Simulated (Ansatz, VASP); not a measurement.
## One calculation of Al2Cu, two programs

```
CELL_PARAMETERS angstrom
4.08417 0.00000 0.00511
0.00000 4.08417 0.00000
0.00356 0.00000 2.84639
ATOMIC_POSITIONS crystal
Al 0.50000 0.00000 0.50000
Al 0.00000 0.50000 0.50000
Cu 0.00000 0.00000 0.00000
```

Change from the starting cell: strain +0.0025 x Voigt [0, 0, 0, 0, 1, 0], atoms carried along.

Alike in both runs: task single point; functional PBEsol; k mesh 12 × 12 × 16; occupations gaussian, width 0.15 eV; no spin polarisation.

```csv
,VASP,Ansatz
version,VASP 6.6.1,Ansatz 0.2.0
potentials or method,"VASP PAW PBE potentials, release 64 (Al, Cu), cutoff 520 eV","scalar-relativistic, plane waves, PAW"
valence electrons in the cell,17,25
```

```csv
,VASP,Ansatz,Ansatz less VASP
gap on the k mesh at the Fermi level (eV),none,none,-
pressure (GPa),-0.1,0.1,+0.11
"traceless stress, the component that is largest in VASP (GPa)",-0.49,-0.49,-0.002
```

VASP's potentials were made for PBE, not for PBEsol. A gap of «none» marks a metal or a gap that the smearing closes. VASP's potentials hold 17 valence electrons a cell and Ansatz's 25, so a difference there can come from the potentials and not from the codes.
